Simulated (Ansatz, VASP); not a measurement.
## SnTe in VASP and in Ansatz

```xyz
2
Lattice="3.8816 0.0000 0.0000 0.0000 3.8816 0.0000 0.0000 0.0000 3.8816" Properties=species:S:1:pos:R:3 pbc="T T T"
Sn    0.0000    0.0000    0.0000
Te    1.9408    1.9408    1.9408
```

Alike in both runs: task single point; functional PBE; k mesh 12 × 12 × 12; occupations gaussian, width 0.1 eV; no spin polarisation.

|  | VASP | Ansatz |
| --- | --- | --- |
| version | VASP 6.6.1 | Ansatz 0.2.0 |
| potentials or method | VASP PAW PBE potentials, release 64 (Sn_d, Te), cutoff 500 eV | scalar-relativistic, plane waves, PAW |
| valence electrons in the cell | 20 | 30 |

Ansatz gave:

* gap on the k mesh at the Fermi level (eV): none
* pressure (GPa): 0.4

Question: Which values does VASP return?

Answer: gap on the k mesh at the Fermi level (eV): none; pressure (GPa): 0.3.

A gap of «none» marks a metal or a gap that the smearing closes. VASP's potentials hold 20 valence electrons a cell and Ansatz's 30, so a difference there can come from the potentials and not from the codes.

Neither program's run includes spin-orbit coupling.
